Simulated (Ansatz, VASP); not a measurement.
**CeO2 in VASP and in Ansatz**

File INCAR:

```
SYSTEM = CeO2
PREC = Accurate ; ENCUT = 520
EDIFF = 1E-7 ; ISMEAR = 0
SIGMA = 0.05 ; LREAL = .FALSE.
LASPH = .TRUE. ; NELM = 60
ALGO = Normal ; ISIF = 2
LWAVE = .FALSE. ; LCHARG = .FALSE.
GGA = PE ; NBANDS = 19
```

KPOINTS

```
Automatic mesh
0
G
  12 12 12
  0 0 0
```

File POSCAR:

```
CeO2
1.0
    0.0000000000      2.7321286399      2.7321286399
    2.7321286399      0.0000000000      2.7321286399
    2.7321286399      2.7321286399      0.0000000000
Ce O
1 2
Direct
    0.0000000000      0.0000000000      0.0000000000
    0.2591503744      0.2591503744      0.2408496256
    0.7500000000      0.7500000000      0.7500000000
```

Input for Ansatz:

```yaml
crystal:
  lattice:
    - [0.0, 2.7321286902, 2.7321286902]
    - [2.7321286902, 0.0, 2.7321286902]
    - [2.7321286902, 2.7321286902, 0.0]
  atoms:
    - { symbol: Ce, position: [0.0, 0.0, 0.0] }
    - { symbol: O, position: [0.2591503742, 0.2591503742, 0.2408496258] }
    - { symbol: O, position: [0.75, 0.75, 0.75] }
basis:
  ecutwfc: 420
  ecutrho_ratio: 4
kpoints:
  mp_grid: { grid: [12, 12, 12] }
hamiltonian:
  xc: pbe
scf:
  occupations: { method: gaussian, width: 0.05 }
output:
  forces: true
  stress: true
  eigenvalues: true
```

Alike in both runs: task single point; functional PBE; k mesh 12 × 12 × 12; occupations gaussian, width 0.05 eV; no spin polarisation.

|  | VASP | Ansatz |
| --- | --- | --- |
| version | VASP 6.6.1 | Ansatz 0.2.0 |
| potentials or method | VASP PAW PBE potentials, release 64 (Ce, O), cutoff 520 eV | scalar-relativistic, plane waves, PAW |
| valence electrons in the cell | 24 | 24 |

```csv
,VASP,Ansatz,Ansatz less VASP
gap on the k mesh at the Fermi level (eV),1.85,1.88,+0.032
least direct gap on the mesh (eV),1.94,1.98,+0.033
pressure (GPa),0.0,0.1,+0.06
"traceless stress, the component that is largest in VASP (GPa)",-0.20,-0.19,+0.012
rms of the force components (eV/Å),0.137,0.137,-0.0003
```

Atom by atom the forces differ by 0.001 eV/Å (rms over components).

Neither program's run includes spin-orbit coupling.
